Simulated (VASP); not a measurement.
The system is BaS.

```
Ba S
1.0
     0.00000    3.19375    3.19375
     3.19375    0.00000    3.19375
     3.19375    3.19375    0.00000
Ba S
1 1
Direct
  0.00000 0.00000 0.00000
  0.50000 0.50000 0.50000
```

```yaml
Program: VASP 6.6.1
Task: relaxation of cell and atoms
Functional: r2SCAN
Potentials_or_basis: VASP PAW PBE potentials, release 64 (Ba_sv, S)
Cutoff: 600 eV
k_mesh: 6 × 6 × 6
Occupations: gaussian, width 0.02 eV
Spin: no spin polarisation
```

At the start: pressure 1.4 GPa; volume 32.58 Å³/atom.

Where does the relaxation end?

Over 3 steps the energy falls by 4.3 meV/atom and the volume is 33.57 Å³/atom (+3.0 %); space group Fm-3m (No. 225, to 0.05 Å).

The path:
```tsv
step	energy change (eV)	largest force (eV/Å)	pressure (GPa)	volume (Å³)
1	0.0000	0.0000	1.42	65.15
2	-0.0073	0.0000	-0.50	67.91
3	-0.0085	0.0000	0.00	67.13
```

Final structure:
```
Ba S
1.0
     0.00000    3.22574    3.22574
     3.22574    0.00000    3.22574
     3.22574    3.22574    0.00000
Ba S
1 1
Direct
  0.00000 0.00000 0.00000
  0.50000 0.50000 0.50000
```

Caveat: the PAW data sets were made with another functional, which shifts forces and pressure a little.
